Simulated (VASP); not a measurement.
Here is a VASP 6.6.1 calculation.

The input INCAR:

```
SYSTEM = BeS
ALGO = Normal ; EDIFF = 1E-7
ENCUT = 520 ; GGA = PE
ISIF = 2 ; ISMEAR = 0
LASPH = .True. ; LCHARG = .True.
LELF = .True. ; LREAL = .False.
LVHAR = .True. ; LWAVE = .False.
NBANDS = 11 ; NELM = 100
PREC = Accurate ; SIGMA = 0.01
```

KPOINTS

```
k-points
0
Gamma
  8 8 8
  0 0 0
```

POSCAR

```
BeS
1.0
    0.0000000000      2.4620582498      2.4620582498
    2.4620582498      0.0000000000      2.4620582498
    2.4620582498      2.4620582498      0.0000000000
Be S
1 1
Direct
    0.0000000000      0.0000000000      0.0000000000
    0.2500000000      0.2500000000      0.2500000000
```

Potentials or basis: VASP PAW PBE potentials, release 64 (Be, S).

Command:

```bash
$ cat potpaw_PBE.64/Be/POTCAR potpaw_PBE.64/S/POTCAR > POTCAR
$ mpirun -np 1 vasp_std > vasp.out
```

(1) What does it give for the band gap on the k mesh?

(2) Estimate the pressure.

## Answers

(1) 3.21 eV (least direct gap 5.51 eV).

(2) -2.6 GPa.
